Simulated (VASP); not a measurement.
# KAlH5 (P4/mmm) in VASP: a series of runs, part 2 of 2

VASP 6.6.1.

### Step 3. Single point, PBE

This run uses another cell than the first one, of 11.83 Å³/atom.

Contents of INCAR:

```
ALGO = Normal
EDIFF = 1E-6
ENCUT = 520
GGA = PE
ISIF = 2
ISMEAR = 0
LASPH = T
LCHARG = F
LREAL = F
LWAVE = F
NBANDS = 18
NELM = 100
PREC = Accurate
SIGMA = 0.1
```

Contents of KPOINTS:

```
k-points
0
Gamma
  6 6 4
```

Contents of POSCAR:

```
KAlH5
1.0
    3.5976893300      0.0000000000      0.0000000000
    0.0000000000      3.5976893300      0.0000000000
    0.0000000000      0.0000000000      6.3956965500
K Al H
1 1 5
Direct
    0.0000000000      0.0000000000      0.5000000000
    0.5000000000      0.5000000000      0.0000000000
    0.0000000000      0.5000000000      0.2725121100
    0.0000000000      0.5000000000      0.7274878900
    0.5000000000      0.0000000000      0.2725121100
    0.5000000000      0.0000000000      0.7274878900
    0.0000000000      0.0000000000      0.0000000000
```

Potentials or basis: VASP PAW PBE potentials, release 64 (K_sv, Al, H).

Launch:

```sh
cat potpaw_PBE.64/K_sv/POTCAR potpaw_PBE.64/Al/POTCAR potpaw_PBE.64/H/POTCAR > POTCAR
mpirun -np 1 vasp_std > vasp.out
```

OUTCAR:

```text
EDIFF = 1E-6
   ENCUT = 520
   GGA = PE
   ISIF = 2
   ISMEAR = 0
   LASPH = T
   LREAL = F
   NELM = 100
   PREC = Accurate

 ion  position               nearest neighbor table
   1  0.000  0.000  0.500-   3 2.31   4 2.31   5 2.31   6 2.31   3 2.31   4 2.31   5 2.31   6 2.31

   2  0.500  0.500  0.000-
   3  0.000  0.500  0.273-   1 2.31   1 2.31
   4  0.000  0.500  0.727-   1 2.31   1 2.31
   5  0.500  0.000  0.273-   1 2.31   1 2.31
   6  0.500  0.000  0.727-   1 2.31   1 2.31
   7  0.000  0.000  0.000-

  LATTYP: Found a simple tetragonal cell.
 ALAT       =     3.5976893300
 C/A-ratio  =     1.7777234117

  Lattice vectors:

 A1 = (   3.5976893300,   0.0000000000,   0.0000000000)
 A2 = (   0.0000000000,   3.5976893300,   0.0000000000)
 A3 = (   0.0000000000,   0.0000000000,   6.3956965500)

Analysis of symmetry for initial positions (statically):
=====================================================================
 Subroutine PRICEL returns:
 Original cell was already a primitive cell.

 Routine SETGRP: Setting up the symmetry group for a
 simple tetragonal supercell.

 Subroutine GETGRP returns: Found 16 space group operations
 (whereof 16 operations were pure point group operations)
 out of a pool of 16 trial point group operations.

The static configuration has the point symmetry D_4h.

Analysis of symmetry for dynamics (positions and initial velocities):
=====================================================================
 Subroutine PRICEL returns:
 Original cell was already a primitive cell.

 Routine SETGRP: Setting up the symmetry group for a
[... 134 lines left out ...]
   IMIX   =      4    mixing-type and parameters
     AMIX     =   0.40;   BMIX     =  1.00
     AMIX_MAG =   1.60;   BMIX_MAG =  1.00
  volume/ion in A,a.u.               =      11.83        79.81
  Fermi-wavevector in a.u.,A,eV,Ry     =   0.965857  1.825205 12.692595  0.932879
  Thomas-Fermi vector in A             =   2.095609
   LORBIT       =      0    0 simple, 1 ext, 2 COOP (PROOUT), +10 PAW based schemes
   GGA     = PE    functional components
   LHFCALC =     F    Hartree Fock is set to
   AEXX    =    0.0000 exact exchange contribution
   IVDW    =     0    specifies the selected vdW correction
   LEPSILON=     F    determine dielectric tensor
   LRPA    =     F    only Hartree local field effects (RPA)
 non-spin polarized calculation
 Gauss-broadening in eV      SIGMA  =   0.10
  energy-cutoff  :      520.00
  volume of cell :       82.78
 maximum number of plane-waves:      2264
 NGX is ok and might be reduce to    28
   NGX = 13   NGY = 13   NGZ = 23

 number of electron      17.0000003 magnetization

 Free energy of the ion-electron system (eV)
  ---------------------------------------------------
  ext. energy  EPLUGINS =         0.00000000
  ---------------------------------------------------
  free energy    TOTEN  =       -15.42034592 eV

  energy without entropy =      -15.40431608  energy(sigma->0) =      -15.41233100

 E-fermi :   0.2254     XC(G=0):  -8.4563

 val. band max:        0.2230923149   @ k =   0.5000   0.1667   0.0000
 cond. band min:       0.2423040642   @ k =   0.3333   0.1667   0.2500
 fundamental gap:      0.0192117493
 Fermi energy:         0.2253618388

 k-point     1 :       0.0000    0.0000    0.0000
  band No.  band energies     occupation
      1     -28.3923      2.00000
      2     -12.1298      2.00000
      3     -11.7768      2.00000
      4     -11.7768      2.00000
      5      -6.9450      2.00000
      6      -3.1584      2.00000
[... 481 lines left out ...]
      5      -4.3634      2.00000
      6      -3.8898      2.00000
[... 10 lines left out ...]
     17       8.3882      0.00000
     18       8.4463      0.00000

 [... further k-points ...]

------------------------ aborting loop because EDIFF is reached ----------------------------------------

  FORCE on cell =-STRESS in cart. coord.  units (eV):
  Direction    XX          YY          ZZ          XY          YZ          ZX
  --------------------------------------------------------------------------------------
  -------------------------------------------------------------------------------------
  Total       -2.6902050     -2.6902050     -5.2745864      0.0000000     -0.0000000      0.0000000
  in kB      -52.0667885    -52.0667885   -102.0854444      0.0000000     -0.0000000      0.0000000
  external PRESSURE =     -68.7396738 kB  Pullay stress =       0.0000000 kB

 VOLUME and BASIS-vectors are now :
 -----------------------------------------------------------------------------
  energy-cutoff  :      520.00
  volume of cell :       82.78
      direct lattice vectors                 reciprocal lattice vectors
     3.597689330  0.000000000  0.000000000     0.277956185  0.000000000  0.000000000
     0.000000000  3.597689330  0.000000000     0.000000000  0.277956185  0.000000000
     0.000000000  0.000000000  6.395696550     0.000000000  0.000000000  0.156355135

 POSITION                                       TOTAL-FORCE (eV/Angst)
 -----------------------------------------------------------------------------------
      0.00000      0.00000      3.19785        -0.000000      0.000000      0.000000
      1.79884      1.79884      0.00000        -0.000000      0.000000      0.000000
      0.00000      1.79884      1.74290        -0.000000      0.000000     -1.519823
      0.00000      1.79884      4.65279         0.000000      0.000000      1.519823
      1.79884      0.00000      1.74290         0.000000     -0.000000     -1.519823
      1.79884      0.00000      4.65279        -0.000000     -0.000000      1.519823
      0.00000      0.00000      0.00000        -0.000000      0.000000      0.000000
 -----------------------------------------------------------------------------------
    total drift:                               -0.000000     -0.000000      0.000000

  FREE ENERGIE OF THE ION-ELECTRON SYSTEM (eV)
  ---------------------------------------------------
  free  energy   TOTEN  =       -15.4203459225 eV

  energy  without entropy=      -15.4043160800  energy(sigma->0) =      -15.41233100
```

OSZICAR:

```text
N       E                     dE             d eps       ncg     rms          rms(c)
DAV:   1     0.597670399686E+02    0.59767E+02   -0.61583E+03  1080   0.739E+02
DAV:   2    -0.121357235314E+02   -0.71903E+02   -0.67421E+02  1298   0.195E+02
DAV:   3    -0.168293464382E+02   -0.46936E+01   -0.46613E+01  1918   0.371E+01
DAV:   4    -0.168772266013E+02   -0.47880E-01   -0.47845E-01  1392   0.337E+00
DAV:   5    -0.168785226537E+02   -0.12961E-02   -0.12955E-02  1694   0.451E-01    0.103E+01
DAV:   6    -0.155324880639E+02    0.13460E+01   -0.88625E-01  1216   0.397E+00    0.454E+00
DAV:   7    -0.154230402242E+02    0.10945E+00   -0.33732E-01  1190   0.246E+00    0.211E+00
DAV:   8    -0.154180053407E+02    0.50349E-02   -0.33575E-02  1456   0.866E-01    0.130E+00
DAV:   9    -0.154199105138E+02   -0.19052E-02   -0.97561E-03  1352   0.500E-01    0.904E-02
DAV:  10    -0.154201432811E+02   -0.23277E-03   -0.12580E-03  1354   0.177E-01    0.514E-02
DAV:  11    -0.154202790480E+02   -0.13577E-03   -0.15476E-04  1240   0.700E-02    0.222E-02
DAV:  12    -0.154203231758E+02   -0.44128E-04   -0.33926E-05  1234   0.335E-02    0.104E-02
DAV:  13    -0.154203449821E+02   -0.21806E-04   -0.25527E-05  1160   0.223E-02    0.316E-03
DAV:  14    -0.154203459225E+02   -0.94045E-06   -0.16125E-06  1348   0.622E-03
   1 F= -.15420346E+02 E0= -.15412331E+02  d E =-.160298E-01
```

stdout:

```text
POSCAR found type information on POSCAR K AlH
 POSCAR found :  3 types and       7 ions
 scaLAPACK will be used
 LDA part: xc-table for (Slater+PW92), standard interpolation
 POSCAR, INCAR and KPOINTS ok, starting setup
 FFT: planning ... GRIDC
 FFT: planning ... GRID_SOFT
 FFT: planning ... GRID
 WAVECAR not read
 entering main loop
```

It took 37 s on 1 thread of AMD EPYC 7R13 (Zen 3), shared host; peak memory 0.18 GiB.

What came out:

* Free energy: -15.4203 eV
* Pressure: -6.9 GPa
* Largest force: 1.520 eV/Å
* Band gap on the k mesh: zero (an odd number of electrons rules out a gap without spin polarisation)

Forces on the atoms (eV/Å):
```
K    0.000  0.000  0.000
Al   0.000  0.000  0.000
H    0.000  0.000 -1.520
H    0.000  0.000  1.520
H    0.000  0.000 -1.520
H    0.000  0.000  1.520
H    0.000  0.000  0.000
```

Levels at points of the mesh, in eV from the Fermi level:
| k point | band 4 | band 5 | band 6 | band 7 | band 8 | band 9 | band 10 | band 11 | band 12 | band 13 |
| --- | --- | --- | --- | --- | --- | --- | --- | --- | --- | --- |
| (0.00, 0.00, 0.00) | -12.00 | -7.17 | -3.38 | -1.41 | -0.10 | 1.43 | 2.87 | 4.78 | 4.78 | 6.33 |
| (0.50, 0.00, 0.00) | -11.96 | -4.46 | -4.39 | -2.45 | -0.97 | -0.03 | 1.57 | 6.07 | 6.08 | 6.10 |
| (0.50, 0.50, 0.00) | -12.07 | -2.13 | -2.13 | -1.78 | -1.54 | -1.38 | -1.38 | 2.89 | 3.92 | 3.92 |
| (0.00, 0.00, 0.50) | -12.00 | -6.77 | -4.57 | 0.07 | 0.22 | 0.88 | 3.28 | 3.96 | 4.63 | 4.63 |
| (0.50, 0.00, 0.50) | -11.96 | -4.59 | -4.12 | -2.14 | -2.03 | 1.05 | 1.31 | 6.03 | 6.16 | 6.25 |
| (0.50, 0.50, 0.50) | -12.07 | -2.50 | -2.50 | -1.68 | -1.44 | -0.82 | -0.82 | 1.89 | 3.68 | 3.68 |

Caveat: the stress differs along the axes, from -10 to -5 GPa; an odd number of electrons without spin polarisation forces a metal; a magnetic or distorted state may lie lower.

### Step 4. Relaxation of cell and atoms, PBE

This run uses another cell than the first one, of 11.83 Å³/atom.

Contents of INCAR:

```
SYSTEM = KAlH5
PREC = Accurate ; ENCUT = 600
EDIFF = 1E-7 ; ISMEAR = 0
SIGMA = 0.1 ; LREAL = .False.
LASPH = .True. ; NELM = 60
ALGO = Normal ; ISIF = 3
LWAVE = .False. ; LCHARG = .False.
GGA = PE ; IBRION = 2
NSW = 90 ; EDIFFG = -0.04
```

Contents of KPOINTS:

```
regular mesh
0
Gamma
  6 6 4
  0 0 0
```

POSCAR is that of step 3.

Launch:

```sh
cat potpaw_PBE.64/K_sv/POTCAR potpaw_PBE.64/Al/POTCAR potpaw_PBE.64/H/POTCAR > POTCAR
mpirun -np 1 vasp_std > vasp.out
```

It took 6.8 min on 1 thread of AMD EPYC 7R13 (Zen 3), shared host; peak memory 0.22 GiB.

The run converged. Its results:

```yaml
Free_energy: -18.7127 eV
Relaxed_volume: 9.21 Å³/atom
Relaxed_cell: a = 3.292 Å, b = 3.292 Å, c = 5.950 Å, α = 90.00°, β = 90.00°, γ = 90.00°
Space_group_after_relaxing_to_0.1_Å: P4/mmm (No. 123)
Pressure_after_relaxing: -0.1 GPa
Largest_force_after_relaxing: 0.011 eV/Å
Band_gap_on_the_k_mesh: zero (an odd number of electrons rules out a gap without spin polarisation)
```

Forces on the atoms (eV/Å):
```
K    0.000  0.000  0.000
Al   0.000  0.000  0.000
H    0.000  0.000 -0.011
H    0.000  0.000  0.011
H    0.000  0.000 -0.011
H    0.000  0.000  0.011
H    0.000  0.000  0.000
```

Stress tensor (GPa, compression positive):
```
-0.13  0.00  0.00
 0.00 -0.13  0.00
 0.00  0.00  0.00
```

Final structure:
```
K Al H
1.0
     3.29187    0.00000    0.00000
     0.00000    3.29187    0.00000
     0.00000    0.00000    5.94960
K Al H
1 1 5
Direct
  0.00000 0.00000 0.50000
  0.50000 0.50000 0.00000
  0.00000 0.50000 0.17378
  0.00000 0.50000 0.82622
  0.50000 0.00000 0.17378
  0.50000 0.00000 0.82622
  0.00000 0.00000 0.00000
```

Levels at points of the mesh, in eV from the Fermi level:
```tsv
k point	band 6	band 7	band 8	band 9	band 10	band 11
(0.00, 0.00, 0.00)	-5.20	-1.47	-0.40	1.75	3.54	4.70
(0.50, 0.00, 0.00)	-6.98	-3.54	-2.14	1.41	4.16	4.98
(0.50, 0.50, 0.00)	-5.13	-3.26	-2.05	-2.05	-1.76	2.55
(0.00, 0.00, 0.50)	-6.02	-1.29	1.08	1.25	2.34	4.41
(0.50, 0.00, 0.50)	-7.16	-3.14	-2.84	1.97	4.02	4.84
(0.50, 0.50, 0.50)	-5.32	-3.10	-1.56	-1.56	-1.47	0.80
```

Caveat: the volume moved by over 15 % at a fixed basis, so the end points are rough; an odd number of electrons without spin polarisation forces a metal; a magnetic or distorted state may lie lower.

### Step 5. Overview

| task | cell | cutoff (eV) | gap on the mesh (eV) | pressure (GPa) | largest force (eV/Å) |
| --- | --- | --- | --- | --- | --- |
| single point | a = 3.291, b = 3.291, c = 5.957 Å, 7 atoms, atomic positions A | 520 | none | -0.3 | 0.02 |
| single point | a = 3.598, b = 3.598, c = 6.396 Å, 7 atoms, atomic positions B | 520 | none | -6.9 | 1.52 |
| relaxation of cell and atoms | relaxed from a = 3.598, b = 3.598, c = 6.396 Å, 7 atoms, atomic positions B | 600 | none | -0.1 | 0.01 |

Alike in all rows: level PBE; potentials or basis VASP PAW PBE potentials, release 64 (K_sv, Al, H); no spin polarisation; k mesh 6 × 6 × 4; smearing gaussian 0.1 eV.

Caveats: an odd number of electrons without spin polarisation forces a metal; a magnetic or distorted state may lie lower; the stress differs along the axes, from -10 to -5 GPa (at least some runs); the volume moved by over 15 % at a fixed basis, so the end points are rough (at least some runs).

Absolute energies hang on the potentials; compare differences alone.

The gap in the log of VASP goes by the Fermi energy; the results here count the filled bands.